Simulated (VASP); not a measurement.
# Te2Mo (P6_3/mmc) in VASP: further runs, part 3 of 3

VASP 6.6.1.

## 4. Single point, PBEsol (strain +0.025 along x and y, -0.050 along z)

The input, INCAR:

```
SYSTEM = Te2Mo
ALGO     = Normal         ! electronic algorithm
EDIFF    = 1E-6           ! SCF threshold, eV
ENCUT    = 520            ! plane-wave cutoff, eV
GGA      = PS             ! functional
ISIF     = 2              ! what is computed and relaxed
ISMEAR   = 0              ! smearing method
LASPH    = .True.         ! aspherical terms in the spheres
LCHARG   = .False.        ! write CHGCAR
LREAL    = .False.        ! projectors in reciprocal space
LWAVE    = .False.        ! write WAVECAR
NBANDS   = 35             ! bands
NELM     = 100            ! most SCF steps
PREC     = Accurate       ! precision mode
SIGMA    = 0.05           ! smearing width, eV
```

The input, KPOINTS:

```
k-points
0
Gamma
  12 12 2
  0 0 0
```

The input, POSCAR:

```
Te2Mo
1.0
    3.5813440987      0.0000000000      0.0000000000
   -1.7906720493      3.1015349692      0.0000000000
    0.0000000000      0.0000000000     13.3081120128
Te Mo
4 2
Direct
    0.3333333333      0.6666666667      0.6211281373
    0.6666666667      0.3333333333      0.1211281373
    0.3333333333      0.6666666667      0.8788718627
    0.6666666667      0.3333333333      0.3788718627
    0.3333333333      0.6666666667      0.2500000000
    0.6666666667      0.3333333333      0.7500000000
```

Potentials or basis: VASP PAW PBE potentials, release 64 (Te, Mo_sv).

Command:

```
> cat potpaw_PBE.64/Te/POTCAR potpaw_PBE.64/Mo_sv/POTCAR > POTCAR
> mpirun -np 1 vasp_std > vasp.out
```

OUTCAR:

```text
SYSTEM = Te2Mo
   EDIFF = 1E-6
   ENCUT = 520
   GGA = PS
   ISIF = 2
   ISMEAR = 0
   LASPH = .True.
   LREAL = .False.
   NELM = 100
   PREC = Accurate

 ion  position               nearest neighbor table
   1  0.333  0.667  0.621-   6 2.69   6 2.69   6 2.69   3 3.43
   2  0.667  0.333  0.121-   5 2.69   5 2.69   5 2.69   4 3.43
   3  0.333  0.667  0.879-   6 2.69   6 2.69   6 2.69   1 3.43
   4  0.667  0.333  0.379-   5 2.69   5 2.69   5 2.69   2 3.43
   5  0.333  0.667  0.250-   2 2.69   4 2.69   2 2.69   4 2.69   2 2.69   4 2.69
   6  0.667  0.333  0.750-   1 2.69   3 2.69   1 2.69   3 2.69   1 2.69   3 2.69

  LATTYP: Found a hexagonal cell.
 ALAT       =     3.5813440987
 C/A-ratio  =     3.7159545819

  Lattice vectors:

 A1 = (   3.5813440987,   0.0000000000,   0.0000000000)
 A2 = (  -1.7906720493,   3.1015349692,   0.0000000000)
 A3 = (   0.0000000000,   0.0000000000,  13.3081120128)

Analysis of symmetry for initial positions (statically):
=====================================================================
[... 179 lines left out ...]
  free energy    TOTEN  =       -39.19284603 eV

  energy without entropy =      -39.19275680  energy(sigma->0) =      -39.19280142

 E-fermi :   8.7197     XC(G=0): -10.6417

 val. band max:        8.6385874521   @ k =   0.0833  -0.0000   0.0000
 cond. band min:       8.8033306335   @ k =   0.3333   0.3333   0.0000
 fundamental gap:      0.1647431814
 Fermi energy:         8.7196976627

 k-point     1 :       0.0000    0.0000    0.0000
  band No.  band energies     occupation
      1     -52.5650      2.00000
      2     -52.5650      2.00000
      3     -26.7281      2.00000
      4     -26.7281      2.00000
      5     -26.6833      2.00000
      6     -26.6833      2.00000
[... 901 lines left out ...]
     34      11.7569      0.00000
     35      13.2504      0.00000

 [... further k-points ...]
[... 5 lines left out ...]
  --------------------------------------------------------------------------------------
  -------------------------------------------------------------------------------------
  Total       -1.0011248     -1.0011248      6.7999645     -0.0000000      0.0000000      0.0000000
  in kB      -10.8507465    -10.8507465     73.7017922     -0.0000000      0.0000000      0.0000000
  external PRESSURE =      17.3334331 kB  Pullay stress =       0.0000000 kB

 VOLUME and BASIS-vectors are now :
 -----------------------------------------------------------------------------
  energy-cutoff  :      520.00
  volume of cell :      147.82
      direct lattice vectors                 reciprocal lattice vectors
     3.581344099  0.000000000  0.000000000     0.279224775  0.161210499  0.000000000
    -1.790672049  3.101534969  0.000000000     0.000000000  0.322420998  0.000000000
     0.000000000  0.000000000 13.308112013     0.000000000  0.000000000  0.075142139

 POSITION                                       TOTAL-FORCE (eV/Angst)
 -----------------------------------------------------------------------------------
     -0.00000      2.06769      8.26604         0.000000      0.000000     -0.829742
      1.79067      1.03384      1.61199         0.000000      0.000000     -0.829742
     -0.00000      2.06769     11.69613         0.000000      0.000000      0.829742
      1.79067      1.03384      5.04207         0.000000      0.000000      0.829742
     -0.00000      2.06769      3.32703         0.000000      0.000000      0.000000
      1.79067      1.03384      9.98108        -0.000000     -0.000000      0.000000
 -----------------------------------------------------------------------------------
    total drift:                               -0.000000      0.000000     -0.000000

  FREE ENERGIE OF THE ION-ELECTRON SYSTEM (eV)
  ---------------------------------------------------
  free  energy   TOTEN  =       -39.1928460345 eV

  energy  without entropy=      -39.1927568009  energy(sigma->0) =      -39.19280142
```

stdout:

```text
POSCAR found type information on POSCAR TeMo
 POSCAR found :  2 types and       6 ions
 scaLAPACK will be used
 -----------------------------------------------------------------------------
|                                                                             |
|                                                                             |
|     You enforced a specific xc type in the INCAR file but a different       |
|     I HOPE YOU KNOW WHAT YOU ARE DOING!                                     |
|                                                                             |
 -----------------------------------------------------------------------------

 LDA part: xc-table for (Slater+PW92), standard interpolation
 POSCAR, INCAR and KPOINTS ok, starting setup
 FFT: planning ... GRIDC
 FFT: planning ... GRID_SOFT
 FFT: planning ... GRID
 WAVECAR not read
 entering main loop
```

Run time: 2.3 min. Hardware: 1 thread of Intel Xeon Platinum 8488C (Sapphire Rapids), shared host; peak memory 0.34 GiB.

Results:

```yaml
Free_energy: -39.1928 eV
Pressure: 1.7 GPa
Largest_force: 0.830 eV/Å
Band_gap_on_the_k_mesh: 0.16 eV, indirect (least direct gap 0.81 eV)
```

Forces on the atoms (eV/Å):
```
Te   0.000  0.000 -0.830
Te   0.000  0.000 -0.830
Te   0.000  0.000  0.830
Te   0.000  0.000  0.830
Mo   0.000  0.000  0.000
Mo   0.000  0.000  0.000
```

Caveat: the cell differs from its parent crystal (strain +0.025 along x and y, -0.050 along z); the PAW data sets were made with another functional, which shifts forces and pressure a little; spin-orbit coupling is left out, which moves the levels of the heavy elements; this functional lacks dispersion, which binds the layers, so the pressure and a relaxed spacing across them are unreliable. A k mesh can miss the band edges.

## 5. Single point, PBEsol (strain +0.000 along x and y, +0.025 along z)

The input, INCAR:

```
ALGO = Normal
EDIFF = 1E-7
ENCUT = 520
GGA = PS
ISIF = 2
ISMEAR = 0
LASPH = True
LCHARG = False
LREAL = False
LWAVE = False
NBANDS = 35
NELM = 60
PREC = Accurate
SIGMA = 0.05
```

The input, KPOINTS:

```
k-points
0
Gamma
  12 12 2
```

Changes to POSCAR since step 4:

```diff
@@ -2,5 +2,5 @@
 1.0
-    3.5813440987      0.0000000000      0.0000000000
-   -1.7906720493      3.1015349692      0.0000000000
-    0.0000000000      0.0000000000     13.3081120128
+    3.4939942427      0.0000000000      0.0000000000
+   -1.7469971213      3.0258877748      0.0000000000
+    0.0000000000      0.0000000000     14.3587524348
 Te Mo
```

Command:

```
> cat potpaw_PBE.64/Te/POTCAR potpaw_PBE.64/Mo_sv/POTCAR > POTCAR
> mpirun -np 1 vasp_std > vasp.out
```

Wall time 3.1 min (1 thread of Intel Xeon Platinum 8488C (Sapphire Rapids), shared host); peak memory 0.37 GiB.

The run converged. Its results:

| Property | Result |
| --- | --- |
| Free energy | -39.3422 eV |
| Pressure | -2.7 GPa |
| Largest force | 0.539 eV/Å |
| Band gap on the k mesh | 0.72 eV, indirect (least direct gap 1.10 eV) |

Forces on the atoms (eV/Å):
```
Te   0.000  0.000  0.539
Te   0.000  0.000  0.539
Te   0.000  0.000 -0.539
Te   0.000  0.000 -0.539
Mo   0.000  0.000  0.000
Mo   0.000  0.000  0.000
```

Stress tensor (GPa, compression positive):
```
-1.66  0.00  0.00
 0.00 -1.66  0.00
 0.00  0.00 -4.75
```

Levels at points of the mesh, in eV from the valence-band top:
| k point | band 24 | band 25 | band 26 | band 27 | band 28 | band 29 |
| --- | --- | --- | --- | --- | --- | --- |
| (0.00, 0.00, 0.00) | -0.83 | -0.63 | -0.16 | 3.03 | 3.03 | 3.14 |
| (0.50, 0.00, 0.00) | -0.94 | -0.39 | -0.13 | 1.42 | 1.46 | 1.49 |
| (0.00, 0.00, 0.50) | -0.84 | -0.27 | -0.27 | 3.06 | 3.06 | 3.06 |
| (0.50, 0.00, 0.50) | -0.93 | -0.26 | -0.26 | 1.44 | 1.44 | 1.69 |

Caveat: the cell differs from its parent crystal (strain +0.000 along x and y, +0.025 along z); the PAW data sets were made with another functional, which shifts forces and pressure a little; spin-orbit coupling is left out, which moves the levels of the heavy elements; this functional lacks dispersion, which binds the layers, so the pressure and a relaxed spacing across them are unreliable. A k mesh can miss the band edges.

## 6. Single point, PBEsol (strain +0.000 along x and y, +0.050 along z)

The input, INCAR:

```
SYSTEM = Te2Mo
PREC     = Accurate       ! precision mode
ENCUT    = 520            ! plane-wave cutoff, eV
EDIFF    = 1E-6           ! SCF threshold, eV
ISMEAR   = 0              ! smearing method
SIGMA    = 0.05           ! smearing width, eV
LREAL    = .FALSE.        ! projectors in reciprocal space
LASPH    = .TRUE.         ! aspherical terms in the spheres
NELM     = 60             ! most SCF steps
ALGO     = Normal         ! electronic algorithm
ISIF     = 2              ! what is computed and relaxed
LWAVE    = .FALSE.        ! write WAVECAR
LCHARG   = .FALSE.        ! write CHGCAR
GGA      = PS             ! functional
NBANDS   = 35             ! bands
```

The input, KPOINTS:

```
regular mesh
0
G
  12 12 2
  0 0 0
```

Changes to POSCAR since step 5:

```diff
@@ -4,3 +4,3 @@
    -1.7469971213      3.0258877748      0.0000000000
-    0.0000000000      0.0000000000     14.3587524348
+    0.0000000000      0.0000000000     14.7089659088
 Te Mo
```

Potentials or basis: VASP PAW PBE potentials, release 64 (Te, Mo_sv).

Command:

```
> cat potpaw_PBE.64/Te/POTCAR potpaw_PBE.64/Mo_sv/POTCAR > POTCAR
> mpirun -np 1 vasp_std > vasp.out
```

Wall time 2.9 min (1 thread of Intel Xeon Platinum 8488C (Sapphire Rapids), shared host); peak memory 0.38 GiB.

It converged, with:

| Quantity | Value |
| --- | --- |
| Free energy | -39.1820 eV |
| Pressure | -5.2 GPa |
| Largest force | 1.045 eV/Å |
| Band gap on the k mesh | 0.65 eV, indirect (least direct gap 1.02 eV) |

Forces on the atoms (eV/Å):
```
Te   0.000  0.000  1.045
Te   0.000  0.000  1.045
Te   0.000  0.000 -1.045
Te   0.000  0.000 -1.045
Mo   0.000  0.000  0.000
Mo   0.000  0.000  0.000
```

Stress tensor (GPa, compression positive):
```
-3.17  0.00  0.00
 0.00 -3.17  0.00
 0.00  0.00 -9.12
```

Levels at points of the mesh, in eV from the valence-band top:
```csv
k point,band 23,band 24,band 25,band 26,band 27,band 28,band 29,band 30
"(0.00, 0.00, 0.00)",-0.75,-0.73,-0.73,-0.33,2.99,2.99,3.09,3.09
"(0.50, 0.00, 0.00)",-0.95,-0.94,-0.30,-0.08,1.43,1.45,1.48,1.81
"(0.00, 0.00, 0.50)",-0.74,-0.74,-0.46,-0.46,3.02,3.02,3.02,3.02
"(0.50, 0.00, 0.50)",-0.94,-0.94,-0.19,-0.19,1.46,1.46,1.62,1.62
```

Caveat: the cell differs from its parent crystal (strain +0.000 along x and y, +0.050 along z); the PAW data sets were made with another functional, which shifts forces and pressure a little; spin-orbit coupling is left out, which moves the levels of the heavy elements; this functional lacks dispersion, which binds the layers, so the pressure and a relaxed spacing across them are unreliable. A k mesh can miss the band edges.

## 7. The runs side by side

```csv
cell,gap on the mesh (eV),pressure (GPa),largest force (eV/Å)
"a = 3.669, b = 3.669, c = 14.009 Å, angles 90.0, 90.0, 120.0°, 6 atoms",0.56,-7.4,0.74
"a = 3.669, b = 3.669, c = 14.709 Å, angles 90.0, 90.0, 120.0°, 6 atoms",0.72,-10.9,1.63
"a = 3.581, b = 3.581, c = 13.308 Å, angles 90.0, 90.0, 120.0°, 6 atoms",0.16,1.7,0.83
"a = 3.494, b = 3.494, c = 14.359 Å, angles 90.0, 90.0, 120.0°, 6 atoms",0.72,-2.7,0.54
"a = 3.494, b = 3.494, c = 14.709 Å, angles 90.0, 90.0, 120.0°, 6 atoms",0.65,-5.2,1.05
```

Alike in all rows: task single point; level PBEsol; potentials or basis VASP PAW PBE potentials, release 64 (Te, Mo_sv); no spin polarisation; k mesh 12 × 12 × 2; cutoff (eV) 520; smearing gaussian 0.05 eV.

Caveats: the PAW data sets were made with another functional, which shifts forces and pressure a little; spin-orbit coupling is left out, which moves the levels of the heavy elements; this functional lacks dispersion, which binds the layers, so the pressure and a relaxed spacing across them are unreliable.

Total energies depend on the potentials used, so only differences within one code and one set of settings carry meaning.
